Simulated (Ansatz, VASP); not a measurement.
## One calculation of V, two programs

```
V
1.0
    -1.49177    1.49177    1.49177
     1.49177   -1.49177    1.49177
     1.49177    1.49177   -1.49177
V
1
Direct
  0.00000 0.00000 0.00000
```

Alike in both runs: task single point; functional r2SCAN; k mesh 4 × 4 × 4; occupations fermi-dirac, width 0.1 eV; no spin polarisation.

|  | VASP | Ansatz |
| --- | --- | --- |
| version | VASP 6.6.1 | Ansatz 0.2.0 |
| potentials or method | VASP PAW PBE potentials, release 64 (V_sv), cutoff 520 eV | plane waves (500 eV) with PAW, scalar-relativistic |
| valence electrons in the cell | 13 | 13 |

```csv
,VASP,Ansatz,Ansatz less VASP
pressure (GPa),-0.8,-1.5,-0.72
```

VASP's potentials were made for PBE, not for r2SCAN. With one functional, cell and mesh, what is left measures potentials, basis and numerics.

The k mesh is coarse, so the values compare programs but aren't converged.
